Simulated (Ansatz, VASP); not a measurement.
Two plane-wave programs on Cu

```xyz
2
Lattice="2.5186 0.0000 0.0000 -1.2593 2.1811 0.0000 0.0000 0.0000 4.1244" Properties=species:S:1:pos:R:3 pbc="T T T"
Cu    0.0000    1.4541    1.0311
Cu    1.2593    0.7270    3.0933
```

Alike in both runs: task single point; functional PBEsol; k mesh 16 × 16 × 9; occupations fermi-dirac, width 0.1 eV; no spin polarisation.

|  | VASP | Ansatz |
| --- | --- | --- |
| version | VASP 6.6.1 | Ansatz 0.2.0 |
| potentials or method | VASP PAW PBE potentials, release 64 (Cu), cutoff 520 eV | plane waves (420 eV) with PAW, scalar-relativistic |
| valence electrons in the cell | 22 | 38 |

Ansatz gave:

- pressure (GPa): 0.0
- traceless stress, the component that is largest in VASP (GPa): -0.13

Which values does VASP return?

Pressure (GPa): 0.7; traceless stress, the component that is largest in VASP (GPa): -0.15.

VASP's potentials were made for PBE, not for PBEsol, and Ansatz warns of the same on its side. VASP's potentials hold 22 valence electrons a cell and Ansatz's 38, so a difference there can come from the potentials and not from the codes.
